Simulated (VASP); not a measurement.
# Rh (P6_3/mmc) in VASP: notebook, part 2 of 2

VASP 6.6.1. The steps go on from the part before.

### 5 Single point, r2SCAN (strain +0.000 along x and y, -0.040 along z)

The input, POSCAR:

```
Rh
1.0
    2.7036431850      0.0000000000      0.0000000000
   -1.3518215925      2.3414236809      0.0000000000
    0.0000000000      0.0000000000      4.1746725299
Rh
2
Direct
    0.6666666667      0.3333333333      0.7500000000
    0.3333333333      0.6666666667      0.2500000000
```

The input, INCAR.step1:

```
PREC     = Accurate       # precision mode
ENCUT    = 520            # plane-wave cutoff, eV
ISMEAR   = 0              # smearing method
SIGMA    = 0.15           # smearing width, eV
LREAL    = False          # projectors in reciprocal space
LASPH    = True           # aspherical terms in the spheres
NELM     = 60             # most SCF steps
NBANDS   = 22             # bands
GGA      = PE             # functional
ALGO     = Normal         # electronic algorithm
EDIFF    = 1E-4           # SCF threshold, eV
LWAVE    = True           # write WAVECAR
LCHARG   = False          # write CHGCAR
```

The input, INCAR.step2:

```
PREC     = Accurate       # precision mode
ENCUT    = 520            # plane-wave cutoff, eV
EDIFF    = 1E-7           # SCF threshold, eV
ISMEAR   = 0              # smearing method
SIGMA    = 0.15           # smearing width, eV
LREAL    = False          # projectors in reciprocal space
LASPH    = True           # aspherical terms in the spheres
NELM     = 60             # most SCF steps
ALGO     = Normal         # electronic algorithm
ISIF     = 2              # what is computed and relaxed
LWAVE    = False          # write WAVECAR
LCHARG   = False          # write CHGCAR
METAGGA  = R2SCAN         # meta-GGA
LMIXTAU  = True         
NBANDS   = 22             # bands
ISTART   = 1
```

The input, KPOINTS:

```
regular mesh
0
Gamma
  24 24 14
```

Potentials or basis: VASP PAW PBE potentials, release 64 (Rh_pv).

On the command line:

```
$ cat potpaw_PBE.64/Rh_pv/POTCAR > POTCAR
$ cp INCAR.step1 INCAR
$ mpirun -np 1 vasp_std > vasp.out
$ cp INCAR.step2 INCAR
$ mpirun -np 1 vasp_std > vasp.out
```

OUTCAR:

```text
PREC = Accurate
   ENCUT = 520
   EDIFF = 1E-7
   ISMEAR = 0
   LREAL = False
   LASPH = True
   NELM = 60
   ISIF = 2
   METAGGA = R2SCAN
   ISTART = 1

 ion  position               nearest neighbor table
   1  0.667  0.333  0.750-   2 2.61   2 2.61   2 2.61   2 2.61   2 2.61   2 2.61
   2  0.333  0.667  0.250-   1 2.61   1 2.61   1 2.61   1 2.61   1 2.61   1 2.61

  LATTYP: Found a hexagonal cell.
 ALAT       =     2.7036431850
 C/A-ratio  =     1.5440915255

  Lattice vectors:

[... 790 lines left out ...]
------------------------ aborting loop because EDIFF is reached ----------------------------------------

  FORCE on cell =-STRESS in cart. coord.  units (eV):
  Direction    XX          YY          ZZ          XY          YZ          ZX
  --------------------------------------------------------------------------------------
  -------------------------------------------------------------------------------------
  Total        1.7377196      1.7377196      4.0539707      0.0000000      0.0000000      0.0000000
  in kB      105.3509552    105.3509552    245.7759526      0.0000000      0.0000000      0.0000000
  external PRESSURE =     152.1592876 kB  Pullay stress =       0.0000000 kB

 VOLUME and BASIS-vectors are now :
 -----------------------------------------------------------------------------
  energy-cutoff  :      520.00
  volume of cell :       26.43
      direct lattice vectors                 reciprocal lattice vectors
     2.703643185  0.000000000  0.000000000     0.369871293  0.213545290  0.000000000
    -1.351821592  2.341423681  0.000000000     0.000000000  0.427090581  0.000000000
     0.000000000  0.000000000  4.174672530     0.000000000  0.000000000  0.239539747

 POSITION                                       TOTAL-FORCE (eV/Angst)
 -----------------------------------------------------------------------------------
      1.35182      0.78047      3.13100        -0.000000      0.000000      0.000000
     -0.00000      1.56095      1.04367         0.000000      0.000000      0.000000
 -----------------------------------------------------------------------------------
    total drift:                               -0.000000      0.000000     -0.000000

  FREE ENERGIE OF THE ION-ELECTRON SYSTEM (eV)
  ---------------------------------------------------
  free  energy   TOTEN  =       -48.1135222669 eV

  energy  without entropy=      -48.0793981618  energy(sigma->0) =      -48.09646021
```

OUTCAR.step1:

```text
PREC = Accurate
   ENCUT = 520
   ISMEAR = 0
   LREAL = False
   LASPH = True
[... 825 lines left out ...]
      1.35182      0.78047      3.13100         0.000000     -0.000000      0.000000
     -0.00000      1.56095      1.04367        -0.000000      0.000000      0.000000
 -----------------------------------------------------------------------------------
    total drift:                               -0.000000      0.000000     -0.000000

  FREE ENERGIE OF THE ION-ELECTRON SYSTEM (eV)
  ---------------------------------------------------
  free  energy   TOTEN  =       -14.3201408559 eV

  energy  without entropy=      -14.2846662965  energy(sigma->0) =      -14.30240358
```

Wall time 28 min (1 thread of Oxide Virtual Turin-like, shared host); peak memory 0.28 GiB.

Results:

- Free energy: -48.1135 eV
- Pressure: 15.2 GPa
- Band gap on the k mesh: zero (bands 15 and 16 overlap by 2.50 eV)

Stress tensor (GPa, compression positive):
```
10.54  0.00  0.00
 0.00 10.54  0.00
 0.00  0.00 24.58
```

Levels at points of the mesh, in eV from the Fermi level:
| k point | band 13 | band 14 | band 15 | band 16 | band 17 | band 18 |
| --- | --- | --- | --- | --- | --- | --- |
| (0.00, 0.00, 0.00) | -2.73 | -2.50 | -2.50 | 0.12 | 0.12 | 1.35 |
| (0.50, 0.00, 0.00) | -2.27 | 0.20 | 0.63 | 0.85 | 3.18 | 5.46 |
| (0.00, 0.00, 0.50) | -3.30 | -3.30 | -0.48 | -0.48 | -0.48 | -0.48 |
| (0.50, 0.00, 0.50) | -0.39 | -0.39 | 0.47 | 0.47 | 2.87 | 2.87 |

Caveat: the cell differs from its parent crystal (strain +0.000 along x and y, -0.040 along z); the stress differs along the axes, from 11 to 25 GPa; the PAW data sets were made with another functional, which shifts forces and pressure a little.

### 6 Overview

```csv
cell,gap on the mesh (eV),pressure (GPa)
"a = 2.920, b = 2.920, c = 4.001 Å, angles 90.0, 90.0, 120.0°, 2 atoms",none,-8.8
"a = 2.704, b = 2.704, c = 4.697 Å, angles 90.0, 90.0, 120.0°, 2 atoms",none,-15.5
"a = 2.595, b = 2.595, c = 4.523 Å, angles 90.0, 90.0, 120.0°, 2 atoms",none,16.5
"a = 2.704, b = 2.704, c = 4.175 Å, angles 90.0, 90.0, 120.0°, 2 atoms",none,15.2
```

Alike in all rows: task single point; level r2SCAN; potentials or basis VASP PAW PBE potentials, release 64 (Rh_pv); no spin polarisation; k mesh 24 × 24 × 14; cutoff (eV) 520; smearing gaussian 0.15 eV.

Caveats: the PAW data sets were made with another functional, which shifts forces and pressure a little; the stress differs along the axes, from -18 to 9 GPa (at least some runs); the stress differs along the axes, from -25 to -11 GPa (at least some runs); the stress differs along the axes, from -0 to 25 GPa (at least some runs); the stress differs along the axes, from 11 to 25 GPa (at least some runs).

Absolute energies hang on the potentials; compare differences alone.
